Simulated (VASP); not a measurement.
Write the native input for VASP 6.6.1 that does the following.

```
Task                   : single point
Functional             : PBEsol
Potentials or basis    : VASP PAW PBE potentials, release 64 (Mg)
Cutoff                 : 520 eV
k mesh                 : 4 × 6 × 2
Occupations            : gaussian, width 0.1 eV
Spin                   : no spin polarisation
Dipole correction      : no
Further INCAR settings : ALGO = Normal; EDIFF = 1e-06; NBANDS = 21
```

The structure of Mg lies in POSCAR:

```
Mg
1.0
    5.1265079187      0.0000000000      0.0000000000
    0.0000000000      3.2419898246      0.0000000000
   -0.0349216249      0.0000000000     15.1043000224
Mg
10
Direct
    0.5137480000      0.4801877400      0.9178800400
    0.4862520000      0.9801877400      0.0821199600
    0.4882709400      0.9818152100      0.4173816100
    0.5117290600      0.4818152100      0.5826183900
    0.0118714700      0.9820831200      0.5988213600
    0.9881285300      0.4820831200      0.4011786400
    0.9864353600      0.4812172700      0.0986575200
    0.4843262200      0.4817635700      0.2496864200
    0.5156737800      0.9817635700      0.7503135800
    0.0135646400      0.9812172700      0.9013424800
```

These files were run (other wordings do the same):

INCAR

```
PREC     = Accurate       # precision mode
ENCUT    = 520            # plane-wave cutoff, eV
EDIFF    = 1E-6           # SCF threshold, eV
ISMEAR   = 0              # smearing method
SIGMA    = 0.1            # smearing width, eV
LREAL    = False          # projectors in reciprocal space
LASPH    = True           # aspherical terms in the spheres
NELM     = 100            # most SCF steps
ALGO     = Normal         # electronic algorithm
ISIF     = 2              # what is computed and relaxed
LWAVE    = False          # write WAVECAR
LCHARG   = False          # write CHGCAR
GGA      = PS             # functional
NBANDS   = 21             # bands
```

KPOINTS

```
Automatic mesh
0
Gamma
  4 6 2
```

Potentials or basis: VASP PAW PBE potentials, release 64 (Mg).

Run with:

```sh
$ cat potpaw_PBE.64/Mg/POTCAR > POTCAR
$ mpirun -np 1 vasp_std > vasp.out
```

It gave:

```
Pressure               : 0.0 GPa
Largest force          : 0.063 eV/Å
Band gap on the k mesh : zero (band 10 reaches 2.71 eV, above the bottom of band 11 at 1.60 eV)
```

Caveat: the PAW data sets were made with another functional, which shifts forces and pressure a little.

It took 2.3 min on 1 thread of Oxide Virtual Turin-like Processor, with other jobs on the host, peak memory 0.31 GiB.
